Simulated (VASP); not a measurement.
# TaO (P6/mmm) in VASP: notebook, part 2 of 2

VASP 6.6.1. The steps go on from the part before.

**3. Single point, PBE**

This run uses another cell than the first one, of 15.69 Å³/atom, 1.012 times its volume.

The input, INCAR:

```
SYSTEM = TaO
PREC     = Accurate       ! precision mode
ENCUT    = 600            ! plane-wave cutoff, eV
EDIFF    = 1E-6           ! SCF threshold, eV
ISMEAR   = 0              ! smearing method
SIGMA    = 0.1            ! smearing width, eV
LREAL    = .FALSE.        ! projectors in reciprocal space
LASPH    = .TRUE.         ! aspherical terms in the spheres
NELM     = 120            ! most SCF steps
ALGO     = Normal         ! electronic algorithm
ISIF     = 2              ! what is computed and relaxed
LWAVE    = .FALSE.        ! write WAVECAR
LCHARG   = .TRUE.         ! write CHGCAR
GGA      = PE             ! functional
LELF     = .TRUE.         ! ELF
LVHAR    = .TRUE.       
NBANDS   = 16             ! bands
GGA_COMPAT= .FALSE.
```

The input, KPOINTS:

```
regular mesh
0
G
  21 21 14
  0 0 0
```

The input, POSCAR:

```
TaO
1.0
    3.0661134349      0.0000000000      0.0000000000
   -1.5330567174      2.6553321255      0.0000000000
    0.0000000000      0.0000000000      3.8550224147
Ta O
1 1
Direct
    0.0000000000      0.0000000000      0.5000000000
    0.0000000000      0.0000000000      0.0000000000
```

Potentials or basis: VASP PAW PBE potentials, release 64 (Ta_sv_GW, O).

On the command line:

```sh
> cat potpaw_PBE.64/Ta_sv_GW/POTCAR potpaw_PBE.64/O/POTCAR > POTCAR
> mpirun -np 1 vasp_std > vasp.out
```

OUTCAR:

```text
SYSTEM = TaO
   PREC = Accurate
   ENCUT = 600
   EDIFF = 1E-6
   ISMEAR = 0
   LREAL = .FALSE.
   LASPH = .TRUE.
   NELM = 120
   ISIF = 2
   GGA = PE

 ion  position               nearest neighbor table
   1  0.000  0.000  0.500-   2 1.93   2 1.93
   2  0.000  0.000  0.000-   1 1.93   1 1.93

  LATTYP: Found a hexagonal cell.
 ALAT       =     3.0661134349
 C/A-ratio  =     1.2572993454

  Lattice vectors:

 A1 = (   3.0661134349,   0.0000000000,   0.0000000000)
 A2 = (  -1.5330567174,   2.6553321255,   0.0000000000)
 A3 = (   0.0000000000,   0.0000000000,   3.8550224147)

Analysis of symmetry for initial positions (statically):
=====================================================================
 Subroutine PRICEL returns:
 Original cell was already a primitive cell.

 Routine SETGRP: Setting up the symmetry group for a
 hexagonal supercell.

 Subroutine GETGRP returns: Found 24 space group operations
 (whereof 24 operations were pure point group operations)
 out of a pool of 24 trial point group operations.

The static configuration has the point symmetry D_6h.

Analysis of symmetry for dynamics (positions and initial velocities):
=====================================================================
 Subroutine PRICEL returns:
 Original cell was already a primitive cell.

 Routine SETGRP: Setting up the symmetry group for a
 hexagonal supercell.

 Subroutine GETGRP returns: Found 24 space group operations
 (whereof 24 operations were pure point group operations)
 out of a pool of 24 trial point group operations.

The dynamic configuration has the point symmetry D_6h.

 Subroutine INISYM returns: Found 24 space group operations
 (whereof 24 operations are pure point group operations),
 and found     1 'primitive' translations

----------------------------------------------------------------------------------------

                                     Primitive cell

  volume of cell :      31.3859

  direct lattice vectors                    reciprocal lattice vectors
     3.066113435  0.000000000  0.000000000     0.326145794  0.188300362  0.000000000
    -1.533056717  2.655332126  0.000000000     0.000000000  0.376600724  0.000000000
     0.000000000  0.000000000  3.855022415     0.000000000  0.000000000  0.259401864

  length of vectors
     3.066113435  3.066113435  3.855022415     0.376600724  0.376600724  0.259401864

  position of ions in fractional coordinates (direct lattice)
     0.000000000  0.000000000  0.500000000
     0.000000000  0.000000000  0.000000000

  ion indices of the primitive-cell ions
   primitive index   ion index
                 1           1
                 2           2

----------------------------------------------------------------------------------------

 KPOINTS: regular mesh

Automatic generation of k-mesh.
 Grid dimensions read from file:
 generate k-points for:   21   21   14

 Generating k-lattice:

  Cartesian coordinates                     Fractional coordinates (reciprocal lattice)
     0.015530752  0.008966684  0.000000000     0.047619048  0.000000000  0.000000000
     0.000000000  0.017933368  0.000000000     0.000000000  0.047619048  0.000000000
     0.000000000  0.000000000  0.018528705     0.000000000  0.000000000  0.071428571

  Length of vectors
     0.017933368  0.017933368  0.018528705

  Shift w.r.t. Gamma in fractional coordinates (k-lattice)
     0.000000000  0.000000000  0.000000000

 Subroutine IBZKPT returns following result:
 ===========================================

 Found    384 irreducible k-points:

 Following reciprocal coordinates:
            Coordinates               Weight
  0.000000  0.000000  0.000000      1.000000
  0.047619  0.000000  0.000000      6.000000
  0.095238  0.000000  0.000000      6.000000
  0.142857  0.000000  0.000000      6.000000
  0.190476  0.000000  0.000000      6.000000
  0.238095  0.000000  0.000000      6.000000
[... 16 lines left out ...]
  0.142857  0.095238  0.000000     12.000000
  0.190476  0.095238  0.000000     12.000000
 [... further k-points ...]
   k-points           NKPTS =    384   k-points in BZ     NKDIM =    384   number of bands    NBANDS=     16
   number of dos      NEDOS =    301   number of ions     NIONS =      2
   total plane-waves  NPLWV =  18432
   dimension x,y,z NGX =    24 NGY =   24 NGZ =   32
   dimension x,y,z NGXF=    48 NGYF=   48 NGZF=   64
   ions per type =               1   1
   NGX,Y,Z   is equivalent  to a cutoff of  13.01, 13.01, 13.80 a.u.
   NGXF,Y,Z  is equivalent  to a cutoff of  26.03, 26.03, 27.60 a.u.
 SYSTEM =  TaO
   PREC   = accura    normal or accurate (medium, high low for compatibility)
   ISTART =      0    job   : 0-new  1-cont  2-samecut
   ICHARG =      2    charge: 1-file 2-atom 10-const
   ISPIN  =      1    spin polarized calculation?
   LNONCOLLINEAR =      F non collinear calculations
   LSORBIT =      F    spin-orbit coupling
   LASPH  =      T    aspherical Exc in radial PAW
   ENCUT  =  600.0 eV  44.10 Ry    6.64 a.u.   6.12  6.12  7.70*2*pi/ulx,y,z
   NELM   =    120;   NELMIN=  2; NELMDL= -5     # of ELM steps
   EDIFF  = 0.1E-05   stopping-criterion for ELM
   LREAL  =      F    real-space projection
   EDIFFG = 0.1E-04   stopping-criterion for IOM
   NSW    =      0    number of steps for IOM
   IBRION =     -1    ionic relax: 0-MD 1-quasi-New 2-CG
   NFREE  =      0    steps in history (QN), initial steepest desc. (CG)
   ISIF   =      2    stress and relaxation
   ISYM   =      2    0-nonsym 1-usesym 2-fastsym
   POTIM  = 0.5000    time-step for ionic-motion
   TEBEG  =    0.0;   TEEND  =   0.0 temperature during run
   PSTRESS=    0.0 pullay stress
   NELECT =      19.0000    total number of electrons
   NUPDOWN=      -1.0000    fix difference up-down
   EMIN   =  10.00;   EMAX   =-10.00  energy-range for DOS
   EFERMI =   0.00;   METHOD = LEGACY
   ISMEAR =     0;   SIGMA  =   0.10  broadening in eV -4-tet -1-fermi 0-gaus
   EFERMI_NEDOS =   21; number of points for ismear=-14 and -15
   IALGO  =     38    algorithm
   IMIX   =      4    mixing-type and parameters
     AMIX     =   0.40;   BMIX     =  1.00
     AMIX_MAG =   1.60;   BMIX_MAG =  1.00
  volume/ion in A,a.u.               =      15.69       105.90
  Fermi-wavevector in a.u.,A,eV,Ry     =   1.384888  2.617059 26.094821  1.917915
  Thomas-Fermi vector in A             =   2.509350
   LORBIT       =      0    0 simple, 1 ext, 2 COOP (PROOUT), +10 PAW based schemes
   GGA     = PE    functional components
   LHFCALC =     F    Hartree Fock is set to
   AEXX    =    0.0000 exact exchange contribution
   IVDW    =     0    specifies the selected vdW correction
   LEPSILON=     F    determine dielectric tensor
   LRPA    =     F    only Hartree local field effects (RPA)
 non-spin polarized calculation
 Gauss-broadening in eV      SIGMA  =   0.10
  energy-cutoff  :      600.00
  volume of cell :       31.39
 maximum number of plane-waves:      1072
   NGX = 13   NGY = 13   NGZ = 15

 number of electron      18.9999999 magnetization

 Free energy of the ion-electron system (eV)
  ---------------------------------------------------
  ext. energy  EPLUGINS =         0.00000000
  ---------------------------------------------------
  free energy    TOTEN  =       -22.04908149 eV

  energy without entropy =      -22.03817836  energy(sigma->0) =      -22.04362992

 E-fermi :   6.4960     XC(G=0): -11.2590

 val. band max:        6.4922160613   @ k =   0.2857   0.0952   0.2857
 cond. band min:       6.4993436888   @ k =   0.2857   0.0952   0.1429
 fundamental gap:      0.0071276275
 Fermi energy:         6.4959851975

 k-point     1 :       0.0000    0.0000    0.0000
  band No.  band energies     occupation
      1     -61.7475      2.00000
      2     -28.4461      2.00000
      3     -27.8128      2.00000
      4     -27.8128      2.00000
      5     -12.9370      2.00000
      6       1.2568      2.00000
[... 8 lines left out ...]
     15      14.4665      0.00000
     16      17.9622      0.00000

 k-point     2 :       0.0476    0.0000    0.0000
  band No.  band energies     occupation
      1     -61.7466      2.00000
      2     -28.4444      2.00000
      3     -27.8261      2.00000
      4     -27.8159      2.00000
      5     -12.9275      2.00000
      6       1.3165      2.00000
[... 8 lines left out ...]
     15      14.6726      0.00000
     16      18.0157      0.00000
[... 387 lines left out ...]
      5     -12.7772      2.00000
      6       1.9933      2.00000
[... 8 lines left out ...]
     15      17.1651      0.00000
     16      18.9121      0.00000

 k-point    24 :       0.1905    0.0952    0.0000
  band No.  band energies     occupation
      1     -61.7276      2.00000
      2     -28.4072      2.00000
      3     -28.0994      2.00000
      4     -27.8955      2.00000
      5     -12.7158      2.00000
      6       2.0699      2.00000
[... 8 lines left out ...]
     15      17.9898      0.00000
     16      19.2909      0.00000

 [... further k-points ...]
[... 5 lines left out ...]
  --------------------------------------------------------------------------------------
  -------------------------------------------------------------------------------------
  Total       -0.0787622     -0.0787622      0.0766247     -0.0000000      0.0000000      0.0000000
  in kB       -4.0206320     -4.0206320      3.9115166     -0.0000000      0.0000000      0.0000000
  external PRESSURE =      -1.3765824 kB  Pullay stress =       0.0000000 kB

 VOLUME and BASIS-vectors are now :
 -----------------------------------------------------------------------------
  energy-cutoff  :      600.00
  volume of cell :       31.39
      direct lattice vectors                 reciprocal lattice vectors
     3.066113435  0.000000000  0.000000000     0.326145794  0.188300362  0.000000000
    -1.533056717  2.655332126  0.000000000     0.000000000  0.376600724  0.000000000
     0.000000000  0.000000000  3.855022415     0.000000000  0.000000000  0.259401864

 POSITION                                       TOTAL-FORCE (eV/Angst)
 -----------------------------------------------------------------------------------
      0.00000      0.00000      1.92751         0.000000      0.000000      0.000000
      0.00000      0.00000      0.00000        -0.000000      0.000000      0.000000
 -----------------------------------------------------------------------------------
    total drift:                               -0.000000     -0.000000      0.000000

  FREE ENERGIE OF THE ION-ELECTRON SYSTEM (eV)
  ---------------------------------------------------
  free  energy   TOTEN  =       -22.0490814890 eV

  energy  without entropy=      -22.0381783582  energy(sigma->0) =      -22.04362992
```

It took 2.2 min on 1 thread of AMD EPYC 7R13 (Zen 3), shared host; peak memory 0.34 GiB.

Results:

```
Free energy : -22.0491 eV
Pressure    : -0.1 GPa
```

Stress tensor (GPa, compression positive):
```
-0.40  0.00  0.00
 0.00 -0.40  0.00
 0.00  0.00  0.39
```

Levels at points of the mesh, in eV from the Fermi level:
```tsv
k point	band 7	band 8	band 9	band 10	band 11	band 12
(0.00, 0.00, 0.00)	-3.43	-2.32	-2.32	0.63	0.63	3.17
(0.00, 0.00, 0.50)	-4.88	-3.36	-3.36	0.72	0.72	4.10
```

Caveat: spin-orbit coupling is left out, which moves the levels of the heavy elements; an odd number of electrons without spin polarisation forces a metal; a magnetic or distorted state may lie lower.
